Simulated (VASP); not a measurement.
# KI (Fm-3m) in VASP: a series of runs

The runs below take KI through single point, with PBE.

All numbers are computed with VASP 6.6.1; they aren't measurements. Logs are shortened: lines on timing, memory, paths and dates and some standing lists are left out, and cuts for length are marked.

## 1. The cell of the first run

Symmetry: Fm-3m, No. 225, cubic system. Conventional cell: a = 7.089 Å, b = 7.089 Å, c = 7.089 Å, α = 90.00°, β = 90.00°, γ = 90.00°. K (site symmetry m-3m) has 6 I at 3.54 Å within 4.7 Å. I (site symmetry m-3m) has 6 K at 3.54 Å within 4.7 Å.

## 2. Single point, PBE

The input, INCAR:

```
SYSTEM = KI
PREC     = Accurate       ! precision mode
ENCUT    = 520            ! plane-wave cutoff, eV
EDIFF    = 1E-7           ! SCF threshold, eV
ISMEAR   = 0              ! smearing method
SIGMA    = 0.01           ! smearing width, eV
LREAL    = .False.        ! projectors in reciprocal space
LASPH    = .True.         ! aspherical terms in the spheres
NELM     = 60             ! most SCF steps
ALGO     = Normal         ! electronic algorithm
ISIF     = 2              ! what is computed and relaxed
LWAVE    = .False.        ! write WAVECAR
LCHARG   = .True.         ! write CHGCAR
GGA      = PE             ! functional
LELF     = .True.         ! ELF
LVHAR    = .True.       
NBANDS   = 15             ! bands
```

The input, KPOINTS:

```
Automatic mesh
0
Gamma
  6 6 6
  0 0 0
```

The input, POSCAR:

```
KI
1.0
    0.0000000000      3.5442843396      3.5442843396
    3.5442843396      0.0000000000      3.5442843396
    3.5442843396      3.5442843396      0.0000000000
K I
1 1
Direct
    0.0000000000      0.0000000000      0.0000000000
    0.5000000000      0.5000000000      0.5000000000
```

Potentials or basis: VASP PAW PBE potentials, release 64 (K_sv, I).

On the command line:

```bash
> cat potpaw_PBE.64/K_sv/POTCAR potpaw_PBE.64/I/POTCAR > POTCAR
> mpirun -np 1 vasp_std > vasp.out
```

OUTCAR:

```text
SYSTEM = KI
   PREC = Accurate
   ENCUT = 520
   EDIFF = 1E-7
   ISMEAR = 0
   LREAL = .False.
   LASPH = .True.
   NELM = 60
   ISIF = 2
   GGA = PE

 ion  position               nearest neighbor table
   1  0.000  0.000  0.000-   2 3.54   2 3.54   2 3.54   2 3.54   2 3.54   2 3.54
   2  0.500  0.500  0.500-   1 3.54   1 3.54   1 3.54   1 3.54   1 3.54   1 3.54

  LATTYP: Found a face centered cubic cell.
 ALAT       =     7.0885686792

  Lattice vectors:

 A1 = (   0.0000000000,   3.5442843396,   3.5442843396)
 A2 = (   3.5442843396,   0.0000000000,   3.5442843396)
 A3 = (   3.5442843396,   3.5442843396,   0.0000000000)

Analysis of symmetry for initial positions (statically):
=====================================================================
 Subroutine PRICEL returns:
 Original cell was already a primitive cell.

 Routine SETGRP: Setting up the symmetry group for a
 face centered cubic supercell.

 Subroutine GETGRP returns: Found 48 space group operations
 (whereof 48 operations were pure point group operations)
 out of a pool of 48 trial point group operations.

The static configuration has the point symmetry O_h .

Analysis of symmetry for dynamics (positions and initial velocities):
=====================================================================
 Subroutine PRICEL returns:
 Original cell was already a primitive cell.

 Routine SETGRP: Setting up the symmetry group for a
 face centered cubic supercell.

 Subroutine GETGRP returns: Found 48 space group operations
 (whereof 48 operations were pure point group operations)
 out of a pool of 48 trial point group operations.

The dynamic configuration has the point symmetry O_h .

 Subroutine INISYM returns: Found 48 space group operations
 (whereof 48 operations are pure point group operations),
 and found     1 'primitive' translations

----------------------------------------------------------------------------------------

                                     Primitive cell

  volume of cell :      89.0463

  direct lattice vectors                    reciprocal lattice vectors
     0.000000000  3.544284340  3.544284340    -0.141072203  0.141072203  0.141072203
     3.544284340  0.000000000  3.544284340     0.141072203 -0.141072203  0.141072203
     3.544284340  3.544284340  0.000000000     0.141072203  0.141072203 -0.141072203

  length of vectors
     5.012374982  5.012374982  5.012374982     0.244344223  0.244344223  0.244344223

  position of ions in fractional coordinates (direct lattice)
     0.000000000  0.000000000  0.000000000
     0.500000000  0.500000000  0.500000000

  ion indices of the primitive-cell ions
   primitive index   ion index
                 1           1
                 2           2

----------------------------------------------------------------------------------------

 KPOINTS: Automatic mesh

Automatic generation of k-mesh.
 Grid dimensions read from file:
 generate k-points for:    6    6    6

 Generating k-lattice:

  Cartesian coordinates                     Fractional coordinates (reciprocal lattice)
    -0.023512034  0.023512034  0.023512034     0.166666667  0.000000000  0.000000000
     0.023512034 -0.023512034  0.023512034     0.000000000  0.166666667  0.000000000
     0.023512034  0.023512034 -0.023512034     0.000000000  0.000000000  0.166666667

  Length of vectors
     0.040724037  0.040724037  0.040724037

  Shift w.r.t. Gamma in fractional coordinates (k-lattice)
     0.000000000  0.000000000  0.000000000

 Subroutine IBZKPT returns following result:
 ===========================================

 Found     16 irreducible k-points:

 Following reciprocal coordinates:
            Coordinates               Weight
  0.000000  0.000000  0.000000      1.000000
  0.166667  0.000000  0.000000      8.000000
  0.333333  0.000000  0.000000      8.000000
  0.500000  0.000000  0.000000      4.000000
  0.166667  0.166667  0.000000      6.000000
  0.333333  0.166667  0.000000     24.000000
[... 8 lines left out ...]
 -0.333333  0.333333  0.166667     24.000000
 -0.333333  0.500000  0.166667     12.000000
   k-points           NKPTS =     16   k-points in BZ     NKDIM =     16   number of bands    NBANDS=     15
   number of dos      NEDOS =    301   number of ions     NIONS =      2
   total plane-waves  NPLWV =  64000
   dimension x,y,z NGX =    40 NGY =   40 NGZ =   40
   dimension x,y,z NGXF=    80 NGYF=   80 NGZF=   80
   ions per type =               1   1
   NGX,Y,Z   is equivalent  to a cutoff of  13.27, 13.27, 13.27 a.u.
   NGXF,Y,Z  is equivalent  to a cutoff of  26.53, 26.53, 26.53 a.u.
 SYSTEM =  KI
   PREC   = accura    normal or accurate (medium, high low for compatibility)
   ISTART =      0    job   : 0-new  1-cont  2-samecut
   ICHARG =      2    charge: 1-file 2-atom 10-const
   ISPIN  =      1    spin polarized calculation?
   LNONCOLLINEAR =      F non collinear calculations
   LSORBIT =      F    spin-orbit coupling
   LASPH  =      T    aspherical Exc in radial PAW
   ENCUT  =  520.0 eV  38.22 Ry    6.18 a.u.   9.32  9.32  9.32*2*pi/ulx,y,z
   NELM   =     60;   NELMIN=  2; NELMDL= -5     # of ELM steps
   EDIFF  = 0.1E-06   stopping-criterion for ELM
   LREAL  =      F    real-space projection
   EDIFFG = 0.1E-05   stopping-criterion for IOM
   NSW    =      0    number of steps for IOM
   IBRION =     -1    ionic relax: 0-MD 1-quasi-New 2-CG
   NFREE  =      0    steps in history (QN), initial steepest desc. (CG)
   ISIF   =      2    stress and relaxation
   ISYM   =      2    0-nonsym 1-usesym 2-fastsym
   POTIM  = 0.5000    time-step for ionic-motion
   TEBEG  =    0.0;   TEEND  =   0.0 temperature during run
   PSTRESS=    0.0 pullay stress
   NELECT =      16.0000    total number of electrons
   NUPDOWN=      -1.0000    fix difference up-down
   EMIN   =  10.00;   EMAX   =-10.00  energy-range for DOS
   EFERMI =   0.00;   METHOD = LEGACY
   ISMEAR =     0;   SIGMA  =   0.01  broadening in eV -4-tet -1-fermi 0-gaus
   EFERMI_NEDOS =   21; number of points for ismear=-14 and -15
   IALGO  =     38    algorithm
   IMIX   =      4    mixing-type and parameters
     AMIX     =   0.40;   BMIX     =  1.00
     AMIX_MAG =   1.60;   BMIX_MAG =  1.00
  volume/ion in A,a.u.               =      44.52       300.46
  Fermi-wavevector in a.u.,A,eV,Ry     =   0.923796  1.745722 11.611209  0.853400
  Thomas-Fermi vector in A             =   2.049472
   LORBIT       =      0    0 simple, 1 ext, 2 COOP (PROOUT), +10 PAW based schemes
   GGA     = PE    functional components
   LHFCALC =     F    Hartree Fock is set to
   AEXX    =    0.0000 exact exchange contribution
   IVDW    =     0    specifies the selected vdW correction
   LEPSILON=     F    determine dielectric tensor
   LRPA    =     F    only Hartree local field effects (RPA)
 non-spin polarized calculation
 Gauss-broadening in eV      SIGMA  =   0.01
  energy-cutoff  :      520.00
  volume of cell :       89.05
 maximum number of plane-waves:      2424
 NGX is ok and might be reduce to    40
   NGX = 19   NGY = 19   NGZ = 19

 number of electron      15.9999999 magnetization

 Free energy of the ion-electron system (eV)
  ---------------------------------------------------
  ext. energy  EPLUGINS =         0.00000000
  ---------------------------------------------------
  free energy    TOTEN  =        -5.55941998 eV

  energy without entropy =       -5.55941998  energy(sigma->0) =       -5.55941998

 E-fermi :  -0.4120     XC(G=0):  -7.1394

 val. band max:       -0.4657157638   @ k =   0.0000   0.0000   0.0000
 cond. band min:       3.4746273420   @ k =   0.0000   0.0000   0.0000
 fundamental gap:      3.9403431058
 Fermi energy:        -0.4119781934

 k-point     1 :       0.0000    0.0000    0.0000
  band No.  band energies     occupation
      1     -28.9849      2.00000
      2     -12.4713      2.00000
      3     -12.4713      2.00000
      4     -12.4713      2.00000
      5     -10.9532      2.00000
      6      -0.4657      2.00000
      7      -0.4657      2.00000
      8      -0.4657      2.00000
      9       3.4746      0.00000
     10       6.0347      0.00000
     11       6.0347      0.00000
     12       6.0347      0.00000
     13       6.7454      0.00000
     14       6.7454      0.00000
     15       9.3123      0.00000

 k-point     2 :       0.1667    0.0000    0.0000
  band No.  band energies     occupation
      1     -28.9844      2.00000
      2     -12.5094      2.00000
      3     -12.4719      2.00000
      4     -12.4719      2.00000
      5     -10.8842      2.00000
      6      -0.8763      2.00000
      7      -0.5538      2.00000
      8      -0.5538      2.00000
      9       4.0927      0.00000
     10       5.9527      0.00000
     11       6.3228      0.00000
     12       6.3228      0.00000
     13       7.0573      0.00000
     14       7.0573      0.00000
     15      10.1716      0.00000

 k-point     3 :       0.3333    0.0000    0.0000
  band No.  band energies     occupation
      1     -28.9835      2.00000
      2     -12.5781      2.00000
      3     -12.4731      2.00000
      4     -12.4731      2.00000
      5     -10.7522      2.00000
      6      -1.5031      2.00000
      7      -0.7172      2.00000
      8      -0.7172      2.00000
      9       4.8673      0.00000
     10       6.5305      0.00000
     11       7.0199      0.00000
     12       7.0199      0.00000
     13       7.8825      0.00000
     14       7.8825      0.00000
     15       9.1746      0.00000
[... 199 lines left out ...]
 k-point    15 :      -0.3333    0.3333    0.1667
  band No.  band energies     occupation
      1     -28.9825      2.00000
      2     -12.5510      2.00000
      3     -12.4947      2.00000
      4     -12.4855      2.00000
      5     -10.7407      2.00000
      6      -1.4159      2.00000
      7      -1.0930      2.00000
      8      -0.9006      2.00000
      9       5.7902      0.00000
     10       6.1299      0.00000
     11       6.5306      0.00000
     12       7.7564      0.00000
     13       8.2807      0.00000
     14       8.7191      0.00000
     15       9.3928      0.00000

 k-point    16 :      -0.3333    0.5000    0.1667
  band No.  band energies     occupation
      1     -28.9824      2.00000
      2     -12.5114      2.00000
      3     -12.5081      2.00000
      4     -12.4952      2.00000
      5     -10.7724      2.00000
      6      -1.3228      2.00000
      7      -1.0186      2.00000
      8      -0.9991      2.00000
      9       5.2063      0.00000
     10       5.8976      0.00000
     11       6.9245      0.00000
     12       7.8202      0.00000
     13       8.0610      0.00000
     14       9.1490      0.00000
     15       9.5710      0.00000

------------------------ aborting loop because EDIFF is reached ----------------------------------------

  FORCE on cell =-STRESS in cart. coord.  units (eV):
  Direction    XX          YY          ZZ          XY          YZ          ZX
  --------------------------------------------------------------------------------------
  -------------------------------------------------------------------------------------
  Total        0.2683045      0.2683045      0.2683045     -0.0000000      0.0000000     -0.0000000
  in kB        4.8275073      4.8275073      4.8275073     -0.0000000      0.0000000     -0.0000000
  external PRESSURE =       4.8275073 kB  Pullay stress =       0.0000000 kB

 VOLUME and BASIS-vectors are now :
 -----------------------------------------------------------------------------
  energy-cutoff  :      520.00
  volume of cell :       89.05
      direct lattice vectors                 reciprocal lattice vectors
     0.000000000  3.544284340  3.544284340    -0.141072203  0.141072203  0.141072203
     3.544284340  0.000000000  3.544284340     0.141072203 -0.141072203  0.141072203
     3.544284340  3.544284340  0.000000000     0.141072203  0.141072203 -0.141072203

 POSITION                                       TOTAL-FORCE (eV/Angst)
 -----------------------------------------------------------------------------------
      0.00000      0.00000      0.00000        -0.000000      0.000000      0.000000
      3.54428      3.54428      3.54428         0.000000     -0.000000     -0.000000
 -----------------------------------------------------------------------------------
    total drift:                                0.000000     -0.000000     -0.000000

  FREE ENERGIE OF THE ION-ELECTRON SYSTEM (eV)
  ---------------------------------------------------
  free  energy   TOTEN  =        -5.5594199771 eV

  energy  without entropy=       -5.5594199771  energy(sigma->0) =       -5.55941998
```

Run time: 22 s. Hardware: 1 thread of Intel Xeon Platinum 8488C (Sapphire Rapids), shared host; peak memory 0.24 GiB.

Results:

| Property | Result |
| --- | --- |
| Free energy | -5.5594 eV |
| Pressure | 0.5 GPa |
| Band gap on the k mesh | 3.94 eV |

Caveat: spin-orbit coupling is left out, which moves the levels of the heavy elements.

## 3. Single point, PBE

The input, INCAR:

```
PREC     = Accurate       # precision mode
ENCUT    = 520            # plane-wave cutoff, eV
EDIFF    = 1E-7           # SCF threshold, eV
ISMEAR   = 0              # smearing method
SIGMA    = 0.01           # smearing width, eV
LREAL    = F              # projectors in reciprocal space
LASPH    = T              # aspherical terms in the spheres
NELM     = 60             # most SCF steps
ALGO     = Normal         # electronic algorithm
ISIF     = 2              # what is computed and relaxed
LWAVE    = F              # write WAVECAR
LCHARG   = F              # write CHGCAR
GGA      = PE             # functional
NBANDS   = 15             # bands
```

The input, KPOINTS:

```
Automatic mesh
0
Gamma
  6 6 6
```

POSCAR is that of step 2.

Potentials or basis: VASP PAW PBE potentials, release 64 (K_sv, I).

On the command line:

```bash
> cat potpaw_PBE.64/K_sv/POTCAR potpaw_PBE.64/I/POTCAR > POTCAR
> mpirun -np 1 vasp_std > vasp.out
```

Run time: 21 s. Hardware: 1 thread of Intel Xeon Platinum 8488C (Sapphire Rapids), shared host; peak memory 0.24 GiB.

The run converged. Its results:

| Quantity | Value |
| --- | --- |
| Free energy | -5.5594 eV |
| Pressure | 0.5 GPa |
| Band gap on the k mesh | 3.94 eV |

Levels at points of the mesh, in eV from the valence-band top:
```tsv
k point	band 6	band 7	band 8	band 9	band 10	band 11
(0.00, 0.00, 0.00)	0.00	0.00	0.00	3.94	6.50	6.50
(0.50, 0.00, 0.00)	-1.30	-0.33	-0.33	5.51	7.68	8.12
(0.50, 0.50, 0.00)	-0.98	-0.36	-0.36	4.95	5.74	8.09
```

Caveat: spin-orbit coupling is left out, which moves the levels of the heavy elements.
